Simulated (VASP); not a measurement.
Wanted: the native input for a VASP 6.6.1 run.

* Task: single point
* Functional: PBE
* Potentials or basis: VASP PAW PBE potentials, release 64 (Y_sv, Pt, F)
* Cutoff: 520 eV
* k mesh: 12 × 12 × 8
* Occupations: gaussian, width 0.1 eV
* Spin: no spin polarisation
* Dipole correction: no
* Further INCAR settings: ALGO = Fast; EDIFF = 1e-06; NBANDS = 36

The structure of YPt3F2 lies in POSCAR:

```
YPt3F2
1.0
    4.8876425153      0.0000000000      0.0000000000
   -2.4438212577      4.2328225829      0.0000000000
    0.0000000000      0.0000000000      5.5398813714
Y Pt F
1 3 2
Direct
    0.0000000000      0.0000000000      0.0000000000
    0.5000000000      0.0000000000      0.5000000000
    0.5000000000      0.5000000000      0.5000000000
    0.0000000000      0.5000000000      0.5000000000
    0.3333333333      0.6666666667      0.0000000000
    0.6666666667      0.3333333333      0.0000000000
```

The cell was built from a structure type or drawn by symmetry, and may not be a known phase.

These files were run (other wordings do the same):

INCAR

```
SYSTEM = YPt3F2
  PREC = Accurate
  ENCUT = 520
  EDIFF = 1E-6
  ISMEAR = 0
  SIGMA = 0.1
  LREAL = .False.
  LASPH = .True.
  NELM = 100
  ALGO = Fast
  ISIF = 2
  LWAVE = .False.
  LCHARG = .False.
  GGA = PE
  NBANDS = 36
```

KPOINTS

```
regular mesh
0
Gamma
  12 12 8
  0 0 0
```

Potentials or basis: VASP PAW PBE potentials, release 64 (Y_sv, Pt, F).

The run is started by

```bash
$ cat potpaw_PBE.64/Y_sv/POTCAR potpaw_PBE.64/Pt/POTCAR potpaw_PBE.64/F/POTCAR > POTCAR
$ mpirun -np 1 vasp_std > vasp.out
```

It gave:

```
Pressure               : -0.4 GPa
Band gap on the k mesh : zero (an odd number of electrons rules out a gap without spin polarisation)
```

Caveat: spin-orbit coupling is left out, which moves the levels of the heavy elements; an odd number of electrons without spin polarisation forces a metal; a magnetic or distorted state may lie lower.

It took 4.9 min on 1 thread of Intel(R) Xeon(R) 6975P-C (Granite Rapids), on a shared host, peak memory 0.5 GiB.
